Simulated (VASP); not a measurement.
GaB:

```
Ga B
1.0
     2.71824    0.00000    0.00000
     0.00000    2.71824    0.00000
     0.00000    0.00000    3.23621
Ga B
1 1
Direct
  0.50000 0.50000 0.50000
  0.00000 0.00000 0.00000
```

* Program: VASP 6.6.1
* Task: relaxation of cell and atoms
* Functional: PBEsol-based global hybrid with 25 % exact exchange
* Potentials or basis: VASP PAW PBE potentials, release 64 (Ga_d, B)
* Cutoff: 600 eV
* k mesh: 5 × 5 × 4
* Occupations: fermi-dirac, width 0.05 eV
* Spin: no spin polarisation

At the start: pressure -7.2 GPa; volume 11.96 Å³/atom.

Question: Where does the relaxation end?

Answer: Over 6 steps the energy falls by 18.3 meV/atom and the volume is 11.23 Å³/atom (-6.1 %); space group P4/mmm (No. 123, to 0.1 Å) before and after.

The path:
| step | energy change (eV) | largest force (eV/Å) | pressure (GPa) | volume (Å³) |
| --- | --- | --- | --- | --- |
| 1 | 0.0000 | 0.0000 | -7.18 | 23.91 |
| 2 | -0.0340 | 0.0000 | 2.24 | 22.11 |
| 3 | -0.0365 | 0.0000 | -0.17 | 22.46 |
| 4 | -0.0365 | 0.0000 | 0.20 | 22.43 |
| 5 | -0.0365 | 0.0000 | -0.25 | 22.48 |
| 6 | -0.0365 | 0.0000 | 0.02 | 22.46 |

Final structure:
```
CELL_PARAMETERS angstrom
2.66925 0.00000 0.00000
0.00000 2.66925 0.00000
0.00000 0.00000 3.15168
ATOMIC_POSITIONS crystal
Ga 0.50000 0.50000 0.50000
B 0.00000 0.00000 0.00000
```

Caveat: the k points lie up to 0.50 Å⁻¹ apart in the final cell, too coarse for converged energies and pressures of a metal; the PAW data sets were made with another functional, which shifts forces and pressure a little.
